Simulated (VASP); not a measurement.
# Pt (I4/mmm) in VASP: further runs

The runs below take Pt through single point, with r2SCAN.

All numbers are computed with VASP 6.6.1; they aren't measurements. Logs are shortened: lines on timing, memory, paths and dates and some standing lists are left out, and cuts for length are marked.

## (1) The cell of the first run

It takes space group I4/mmm (No. 139, tetragonal). Conventional cell: a = 2.870 Å, b = 2.870 Å, c = 3.869 Å, α = 90.00°, β = 90.00°, γ = 90.00°. Within 3.7 Å of Pt (site symmetry 4/mmm) lie 12 Pt at 2.80 to 2.87 Å.

## (2) Single point, r2SCAN (biaxial strain in the a-b plane: +3.0 %)

File POSCAR:

```
Pt
1.0
    2.0292136926      2.0292136926      0.0000000000
   -2.0292136926      2.0292136926      0.0000000000
    0.0000000000      0.0000000000      3.8692967886
Pt
2
Direct
    0.0000000000      0.0000000000      0.0000000000
    0.5000000000      0.5000000000      0.5000000000
```

File INCAR.step1:

```
PREC = Accurate
ENCUT = 520
ISMEAR = 0
SIGMA = 0.1
LREAL = F
LASPH = T
NELM = 80
NBANDS = 17
GGA = PE
ALGO = Normal
EDIFF = 1E-4
LWAVE = T
LCHARG = F
```

File INCAR.step2:

```
PREC = Accurate
ENCUT = 520
EDIFF = 1E-7
ISMEAR = 0
SIGMA = 0.1
LREAL = F
LASPH = T
NELM = 80
ALGO = Normal
ISIF = 2
LWAVE = F
LCHARG = T
METAGGA = R2SCAN
LMIXTAU = T
LELF = T
LVHAR = T
NBANDS = 17
ISTART = 1
```

File KPOINTS:

```
Automatic mesh
0
Gamma
  18 18 14
```

Potentials or basis: VASP PAW PBE potentials, release 64 (Pt).

Run with:

```bash
cat potpaw_PBE.64/Pt/POTCAR > POTCAR
cp INCAR.step1 INCAR
mpirun -np 1 vasp_std > vasp.out
cp INCAR.step2 INCAR
mpirun -np 1 vasp_std > vasp.out
```

OUTCAR:

```text
PREC = Accurate
   ENCUT = 520
   EDIFF = 1E-7
   ISMEAR = 0
   LREAL = F
   LASPH = T
   NELM = 80
   ISIF = 2
   METAGGA = R2SCAN
   ISTART = 1

 ion  position               nearest neighbor table
   1  0.000  0.000  0.000-   2 2.80   2 2.80   2 2.80   2 2.80   2 2.80   2 2.80   2 2.80   2 2.80

   2  0.500  0.500  0.500-   1 2.80   1 2.80   1 2.80   1 2.80   1 2.80   1 2.80   1 2.80   1 2.80

  LATTYP: Found a simple tetragonal cell.
 ALAT       =     2.8697415250
 C/A-ratio  =     1.3483084643

  Lattice vectors:

 A1 = (   2.0292136926,   2.0292136926,   0.0000000000)
 A2 = (  -2.0292136926,   2.0292136926,   0.0000000000)
 A3 = (   0.0000000000,   0.0000000000,   3.8692967886)

Analysis of symmetry for initial positions (statically):
=====================================================================
 Subroutine PRICEL returns following result:

  LATTYP: Found a body centered tetragonal cell.
 ALAT       =     2.8697415250
 C/A-ratio  =     1.3483084643

  Lattice vectors:

 A1 = (   0.0000000000,  -2.0292136926,  -1.9346483943)
 A2 = (   0.0000000000,   2.0292136926,  -1.9346483943)
 A3 = (   2.0292136926,   0.0000000000,   1.9346483943)

   2 primitive cells build up your supercell.

 Routine SETGRP: Setting up the symmetry group for a
 simple tetragonal supercell.

 Subroutine GETGRP returns: Found 16 space group operations
 (whereof 16 operations were pure point group operations)
 out of a pool of 16 trial point group operations.

The static configuration has the point symmetry D_4h.

Analysis of symmetry for dynamics (positions and initial velocities):
=====================================================================
 Subroutine PRICEL returns following result:

  LATTYP: Found a body centered tetragonal cell.
 ALAT       =     2.8697415250
 C/A-ratio  =     1.3483084643

  Lattice vectors:

 A1 = (   0.0000000000,  -2.0292136926,  -1.9346483943)
 A2 = (   0.0000000000,   2.0292136926,  -1.9346483943)
 A3 = (   2.0292136926,   0.0000000000,   1.9346483943)

   2 primitive cells build up your supercell.

 Routine SETGRP: Setting up the symmetry group for a
 simple tetragonal supercell.

 Subroutine GETGRP returns: Found 16 space group operations
 (whereof 16 operations were pure point group operations)
[... 88 lines left out ...]
   NGX,Y,Z   is equivalent  to a cutoff of  13.90, 13.90, 12.89 a.u.
   NGXF,Y,Z  is equivalent  to a cutoff of  27.81, 27.81, 25.78 a.u.
 SYSTEM =  unknown system
   PREC   = accura    normal or accurate (medium, high low for compatibility)
   ISTART =      1    job   : 0-new  1-cont  2-samecut
   ICHARG =      0    charge: 1-file 2-atom 10-const
   ISPIN  =      1    spin polarized calculation?
   LNONCOLLINEAR =      F non collinear calculations
   LSORBIT =      F    spin-orbit coupling
   LASPH  =      T    aspherical Exc in radial PAW
   ENCUT  =  520.0 eV  38.22 Ry    6.18 a.u.   5.34  5.34  7.19*2*pi/ulx,y,z
   NELM   =     80;   NELMIN=  2; NELMDL=  0     # of ELM steps
   EDIFF  = 0.1E-06   stopping-criterion for ELM
   LREAL  =      F    real-space projection
   EDIFFG = 0.1E-05   stopping-criterion for IOM
   NSW    =      0    number of steps for IOM
   IBRION =     -1    ionic relax: 0-MD 1-quasi-New 2-CG
   NFREE  =      0    steps in history (QN), initial steepest desc. (CG)
   ISIF   =      2    stress and relaxation
   ISYM   =      2    0-nonsym 1-usesym 2-fastsym
   POTIM  = 0.5000    time-step for ionic-motion
   TEBEG  =    0.0;   TEEND  =   0.0 temperature during run
   PSTRESS=    0.0 pullay stress
   NELECT =      20.0000    total number of electrons
   NUPDOWN=      -1.0000    fix difference up-down
   EMIN   =  10.00;   EMAX   =-10.00  energy-range for DOS
   EFERMI =   0.00;   METHOD = LEGACY
   ISMEAR =     0;   SIGMA  =   0.10  broadening in eV -4-tet -1-fermi 0-gaus
   EFERMI_NEDOS =   21; number of points for ismear=-14 and -15
   IALGO  =     38    algorithm
   IMIX   =      4    mixing-type and parameters
     AMIX     =   0.40;   BMIX     =  1.00
     AMIX_MAG =   1.60;   BMIX_MAG =  1.00
  volume/ion in A,a.u.               =      15.93       107.52
  Fermi-wavevector in a.u.,A,eV,Ry     =   1.401670  2.648771 26.731059  1.964677
  Thomas-Fermi vector in A             =   2.524508
   LORBIT       =      0    0 simple, 1 ext, 2 COOP (PROOUT), +10 PAW based schemes
   METAGGA = R2SCAN    functional components
   LHFCALC =     F    Hartree Fock is set to
   AEXX    =    0.0000 exact exchange contribution
   IVDW    =     0    specifies the selected vdW correction
   LEPSILON=     F    determine dielectric tensor
   LRPA    =     F    only Hartree local field effects (RPA)
 non-spin polarized calculation
 Gauss-broadening in eV      SIGMA  =   0.10
  energy-cutoff  :      520.00
  volume of cell :       31.87
 maximum number of plane-waves:       886
 NGX is ok and might be reduce to    24
   NGX = 11   NGY = 11   NGZ = 15

 number of electron      20.0000001 magnetization

 Free energy of the ion-electron system (eV)
  ---------------------------------------------------
  ext. energy  EPLUGINS =         0.00000000
  ---------------------------------------------------
  free energy    TOTEN  =      -102.96321513 eV

  energy without entropy =     -102.94339209  energy(sigma->0) =     -102.95330361

 E-fermi :   9.9689     XC(G=0): -14.2462

 val. band max:        9.9681811639   @ k =   0.0556   0.0000   0.0714
 cond. band min:       9.9731105067   @ k =   0.1111   0.0000   0.2857
 fundamental gap:      0.0049293428
 Fermi energy:         9.9689091850

 k-point     1 :       0.0000    0.0000    0.0000
  band No.  band energies     occupation
      1       0.1240      2.00000
      2       3.3469      2.00000
      3       3.6987      2.00000
      4       6.2508      2.00000
      5       6.2508      2.00000
      6       6.7618      2.00000
[... 457 lines left out ...]
      4       5.2951      2.00000
      5       6.2567      2.00000
      6       6.6481      2.00000
[... 9 lines left out ...]
     16      25.1822      0.00000
     17      27.1066      0.00000

 [... further k-points ...]
[... 5 lines left out ...]
  --------------------------------------------------------------------------------------
  -------------------------------------------------------------------------------------
  Total       -2.0204777     -2.0204777     -1.4928086      0.0000000     -0.0000000     -0.0000000
  in kB     -101.5890801   -101.5890801    -75.0580215      0.0000000     -0.0000000     -0.0000000
  external PRESSURE =     -92.7453939 kB  Pullay stress =       0.0000000 kB

 VOLUME and BASIS-vectors are now :
 -----------------------------------------------------------------------------
  energy-cutoff  :      520.00
  volume of cell :       31.87
      direct lattice vectors                 reciprocal lattice vectors
     2.029213693  2.029213693  0.000000000     0.246400861  0.246400861  0.000000000
    -2.029213693  2.029213693  0.000000000    -0.246400861  0.246400861  0.000000000
     0.000000000  0.000000000  3.869296789     0.000000000  0.000000000  0.258444894

 POSITION                                       TOTAL-FORCE (eV/Angst)
 -----------------------------------------------------------------------------------
      0.00000      0.00000      0.00000         0.000000      0.000000     -0.000000
      0.00000      2.02921      1.93465        -0.000000     -0.000000      0.000000
 -----------------------------------------------------------------------------------
    total drift:                               -0.000000      0.000000     -0.000000

  FREE ENERGIE OF THE ION-ELECTRON SYSTEM (eV)
  ---------------------------------------------------
  free  energy   TOTEN  =      -102.9632151274 eV

  energy  without entropy=     -102.9433920912  energy(sigma->0) =     -102.95330361
```

OUTCAR.step1:

```text
PREC = Accurate
   ENCUT = 520
   ISMEAR = 0
   LREAL = F
   LASPH = T
[... 723 lines left out ...]
 -----------------------------------------------------------------------------------
      0.00000      0.00000      0.00000        -0.000000     -0.000000      0.000000
      0.00000      2.02921      1.93465         0.000000      0.000000     -0.000000
 -----------------------------------------------------------------------------------
    total drift:                               -0.000000      0.000000     -0.000000

  FREE ENERGIE OF THE ION-ELECTRON SYSTEM (eV)
  ---------------------------------------------------
  free  energy   TOTEN  =       -12.1853325394 eV

  energy  without entropy=      -12.1644888342  energy(sigma->0) =      -12.17491069
```

Wall time 4 min (1 thread of Intel Xeon 6975P-C (Granite Rapids), shared host); peak memory 0.31 GiB.

Results:

```
Free energy            : -102.9632 eV
Pressure               : -9.3 GPa
Band gap on the k mesh : zero (band 10 reaches 10.65 eV, above the bottom of band 11 at 8.74 eV)
```

Levels at points of the mesh, in eV from the Fermi level:
```tsv
k point	band 7	band 8	band 9	band 10	band 11	band 12	band 13	band 14
(0.00, 0.00, 0.00)	-1.89	-1.32	-0.05	0.51	0.51	2.71	9.59	11.27
(0.50, 0.00, 0.00)	-2.51	-2.51	-1.71	-1.71	1.56	1.56	11.68	11.68
(0.50, 0.50, 0.00)	0.25	0.25	0.68	0.68	1.79	1.79	8.37	8.37
(0.00, 0.00, 0.50)	-2.12	-2.12	-2.12	-2.12	-1.03	-1.03	17.34	17.34
(0.50, 0.00, 0.50)	-0.11	-0.11	-0.04	-0.04	0.18	0.18	5.77	5.77
(0.50, 0.50, 0.50)	-1.82	-1.82	0.26	0.26	6.67	6.67	8.58	8.58
```

Caveat: the cell differs from its parent crystal (biaxial strain in the a-b plane: +3.0 %); the PAW data sets were made with another functional, which shifts forces and pressure a little; spin-orbit coupling is left out, which moves the levels of the heavy elements.

## (3) Single point, r2SCAN (biaxial strain in the a-b plane: +3.0 %, then relaxed in part)

Edit POSCAR of step 2 so:

```diff
@@ -4,3 +4,3 @@
    -2.0292136926      2.0292136926      0.0000000000
-    0.0000000000      0.0000000000      3.8692967886
+    0.0000000000      0.0000000000      3.7589587885
 Pt
```

File INCAR.step1:

```
SYSTEM = Pt
PREC = Accurate
ENCUT = 520
ISMEAR = 0
SIGMA = 0.1
LREAL = .False.
LASPH = .True.
NELM = 100
NBANDS = 17
GGA = PE
ALGO = Normal
EDIFF = 1E-4
LWAVE = .True.
LCHARG = .False.
```

File INCAR.step2:

```
SYSTEM = Pt
PREC = Accurate
ENCUT = 520
EDIFF = 1E-7
ISMEAR = 0
SIGMA = 0.1
LREAL = .False.
LASPH = .True.
NELM = 100
ALGO = Normal
ISIF = 2
LWAVE = .False.
LCHARG = .False.
METAGGA = R2SCAN
LMIXTAU = .True.
NBANDS = 17
ISTART = 1
```

File KPOINTS:

```
Automatic mesh
0
Gamma
  18 18 14
  0 0 0
```

Potentials or basis: VASP PAW PBE potentials, release 64 (Pt).

Run with:

```bash
cat potpaw_PBE.64/Pt/POTCAR > POTCAR
cp INCAR.step1 INCAR
mpirun -np 1 vasp_std > vasp.out
cp INCAR.step2 INCAR
mpirun -np 1 vasp_std > vasp.out
```

Wall time 3.4 min (1 thread of Intel Xeon 6975P-C (Granite Rapids), shared host); peak memory 0.3 GiB.

The run converged. Its results:

| Item | Value |
| --- | --- |
| Free energy | -102.9828 eV |
| Pressure | -2.1 GPa |
| Band gap on the k mesh | zero (band 10 reaches 11.32 eV, above the bottom of band 11 at 9.09 eV) |

Stress tensor (GPa, compression positive):
```
-3.43  0.00  0.00
 0.00 -3.43  0.00
 0.00  0.00  0.69
```

Levels at points of the mesh, in eV from the Fermi level:
```csv
k point,band 7,band 8,band 9,band 10,band 11,band 12,band 13,band 14
"(0.00, 0.00, 0.00)",-2.15,-1.22,-0.01,0.57,0.57,3.10,10.46,11.04
"(0.50, 0.00, 0.00)",-2.66,-2.66,-1.85,-1.85,1.45,1.45,12.34,12.34
"(0.50, 0.50, 0.00)",0.15,0.15,0.83,0.83,1.57,1.57,8.46,8.46
"(0.00, 0.00, 0.50)",-2.29,-2.29,-2.29,-2.29,-1.16,-1.16,17.57,17.57
"(0.50, 0.00, 0.50)",-0.20,-0.20,-0.13,-0.13,0.31,0.31,6.04,6.04
"(0.50, 0.50, 0.50)",-1.84,-1.84,0.15,0.15,6.58,6.58,8.84,8.84
```

Caveat: the cell differs from its parent crystal (biaxial strain in the a-b plane: +3.0 %, then relaxed in part); the PAW data sets were made with another functional, which shifts forces and pressure a little; spin-orbit coupling is left out, which moves the levels of the heavy elements.
